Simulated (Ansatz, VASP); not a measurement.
# Two plane-wave programs on ZnS

```xyz
4
Lattice="3.8816 0.0000 0.0000 -1.9408 3.3615 0.0000 0.0000 0.0000 6.3689" Properties=species:S:1:pos:R:3 pbc="T T T"
Zn    0.0000    2.2410    0.0011
Zn    1.9408    1.1205    3.1855
S     0.0000    2.2410    2.3873
S     1.9408    1.1205    5.5717
```

Change from the starting cell: hydrostatic strain +2.0%.

Alike in both runs: task single point; functional PBE; k mesh 12 × 12 × 4; occupations fermi-dirac, width 0.02 eV; no spin polarisation.

```csv
,VASP,Ansatz
version,VASP 6.6.1,Ansatz 0.2.0
potentials or method,"VASP PAW PBE potentials, release 64 (Zn, S)","plane waves, PAW"
plane-wave cutoff (eV),520,420
valence electrons in the cell,36,36
```

|  | VASP | Ansatz | Ansatz less VASP |
| --- | --- | --- | --- |
| gap on the k mesh at the Fermi level (eV) | 1.95 | 1.95 | -0.002 |
| pressure (GPa) | -1.7 | -1.9 | -0.13 |
| traceless stress, the component that is largest in VASP (GPa) | -0.08 | -0.08 | -0.005 |
